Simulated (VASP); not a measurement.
Input of a VASP 6.6.1 run:

INCAR

```
SYSTEM = TiO2
ALGO = Normal
EDIFF = 1E-8
ENCUT = 520
GGA = PE
ISIF = 2
ISMEAR = -1
LASPH = .TRUE.
LCHARG = .FALSE.
LEFG = .TRUE.
LREAL = .FALSE.
LWAVE = .FALSE.
NBANDS = 60
NELM = 100
PREC = Accurate
SIGMA = 0.02
```

The input KPOINTS:

```
k-points
0
G
  6 6 6
  0 0 0
```

POSCAR

```
TiO2
1.0
   -4.3507577183      4.3507577183      1.8875555959
    4.3507577183     -4.3507577183      1.8875555959
    4.3507577183      4.3507577183     -1.8875555959
Ti O
4 8
Direct
    0.7077182950      0.0028552450      0.7105735400
    0.9971447550      0.7077182950      0.7048630500
    0.0028552450      0.2922817050      0.2951369500
    0.2922817050      0.9971447550      0.2894264600
    0.5011361750      0.1507847150      0.6519208900
    0.8383379800      0.8403974000      0.6787353800
    0.8492152850      0.5011361750      0.3503514600
    0.8403974000      0.1616620200      0.0020594200
    0.1596026000      0.8383379800      0.9979405800
    0.1507847150      0.4988638250      0.6496485400
    0.1616620200      0.1596026000      0.3212646200
    0.4988638250      0.8492152850      0.3480791100
```

Potentials or basis: VASP PAW PBE potentials, release 64 (Ti_sv, O).

Launch:

```console
$ cat potpaw_PBE.64/Ti_sv/POTCAR potpaw_PBE.64/O/POTCAR > POTCAR
$ mpirun -np 1 vasp_std > vasp.out
```

Problem. Predict the band gap on the k mesh.

Solution. 1.62 eV (least direct gap 2.31 eV).

Problem. What does it give for the largest force?

Solution. 0.111 eV/Å.

Problem. Predict the pressure.

Solution. 3.8 GPa.

Stress tensor (GPa, compression positive):
```
3.74 0.00 0.00
0.00 3.74 0.00
0.00 0.00 3.93
```

Caveat: the cell stands under pressure; without QUAD_EFG the Cq values of the log hold for a quadrupole moment of 1 mb, not for the nuclei. A k mesh can miss the band edges.
